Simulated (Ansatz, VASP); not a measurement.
**One calculation of H, two programs**

Contents of INCAR:

```
SYSTEM = H
PREC = Accurate ; ENCUT = 520
EDIFF = 1E-6 ; ISMEAR = 0
SIGMA = 0.05 ; LREAL = .False.
LASPH = .True. ; NELM = 150
ALGO = Normal ; ISIF = 2
LWAVE = .False. ; LCHARG = .True.
ISPIN = 2 ; MAGMOM = 0 0 0 0
LORBIT = 11 ; GGA = CA
LELF = .True. ; LVHAR = .True.
NBANDS = 14
```

File KPOINTS:

```
regular mesh
0
Gamma
  6 6 6
  0 0 0
```

POSCAR

```
H
1.0
    2.6103639730     -2.5540702927      0.0000000000
    2.6103639730      2.5540702927      0.0000000000
    0.0000000000      0.0000000000      4.1418180000
H
4
Direct
    0.9532956300      0.0467043700      0.0685088900
    0.4532956300      0.5467043700      0.4314911100
    0.5467043700      0.4532956300      0.5685088900
    0.0467043700      0.9532956300      0.9314911100
```

Input for Ansatz:

```yaml
crystal:
  lattice:
    - [2.610363973, -2.5540702927, 0.0]
    - [2.610363973, 2.5540702927, 0.0]
    - [0.0, 0.0, 4.141818]
  atoms:
    - { symbol: H, position: [0.95329563, 0.04670437, 0.06850889] }
    - { symbol: H, position: [0.45329563, 0.54670437, 0.43149111] }
    - { symbol: H, position: [0.54670437, 0.45329563, 0.56850889] }
    - { symbol: H, position: [0.04670437, 0.95329563, 0.93149111] }
basis:
  ecutwfc: 420
kpoints:
  mp_grid: { grid: [6, 6, 6] }
hamiltonian:
  xc: lda
scf:
  occupations: { method: gaussian, width: 0.05 }
  algorithm: direct_min
output:
  forces: true
  eigenvalues: true
  stress: true
magnetization:
  spin_polarized: true
```

Alike in both runs: task single point; functional LDA; k mesh 6 × 6 × 6; occupations gaussian, width 0.05 eV; collinear spin.

|  | VASP | Ansatz |
| --- | --- | --- |
| version | VASP 6.6.1 | Ansatz 0.2.0 |
| potentials or method | VASP PAW LDA potentials, release 64 (H), cutoff 520 eV | scalar-relativistic, plane waves, PAW |
| valence electrons in the cell | 4 | 4 |

VASP gave:

| Property | Result |
| --- | --- |
| gap on the k mesh at the Fermi level (eV) | 8.69 |
| pressure (GPa) | 0.7 |
| traceless stress, the component that is largest in VASP (GPa) | -1.36 |
| rms of the force components (eV/Å) | 0.567 |

Q: Which values does Ansatz return?

A: gap on the k mesh at the Fermi level (eV): 8.69; pressure (GPa): 0.8; traceless stress, the component that is largest in VASP (GPa): -1.36; rms of the force components (eV/Å): 0.562.

LDA's correlation is that of Perdew and Zunger in VASP and of Perdew and Wang (1992) in Ansatz. Atom by atom the forces differ by 0.005 eV/Å (rms over components). Ansatz's warnings: no starting moments.
